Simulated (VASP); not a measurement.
## BaS: single point with PBEsol

BaS:

```
Ba S
1.0
     0.01583    3.17421    3.17421
     3.17421    0.01583    3.17421
     3.17421    3.17421    0.01583
Ba S
1 1
Direct
  0.00000 0.00000 0.00000
  0.50000 0.50000 0.50000
```

This cell differs from its parent crystal: equal xy, yz and zx engineering shears of +0.5 %.

* Program: VASP 6.6.1
* Task: single point
* Functional: PBEsol
* Potentials or basis: VASP PAW PBE potentials, release 64 (Ba_sv, S)
* Cutoff: 520 eV
* k mesh: 8 × 8 × 8
* Occupations: gaussian, width 0.01 eV
* Spin: non-collinear spin, zero start, spin-orbit coupling
* Starting moments: [[0.0, 0.0, 0.0], [0.0, 0.0, 0.0]] μB

```json
{
 "Pressure": "0.6 GPa",
 "Net moment": "0.00 μB per cell",
 "Valence electrons inside the program's atomic spheres": "Ba 7.91; S 3.73"
}
```

Stress tensor (GPa, compression positive):
```
 0.65 -0.09 -0.09
-0.09  0.65 -0.09
-0.09 -0.09  0.65
```

Moments on the atoms (μB; x, y, z):
```
Ba  0.00 0.00 0.00
S   0.00 0.00 0.00
```

Run time: 6.6 min on 1 thread of Oxide Virtual Turin-like Processor, on a shared host, peak memory 0.44 GiB.

Caveat: the cell differs from its parent crystal (equal xy, yz and zx engineering shears of +0.5 %); the PAW data sets were made with another functional, which shifts forces and pressure a little.
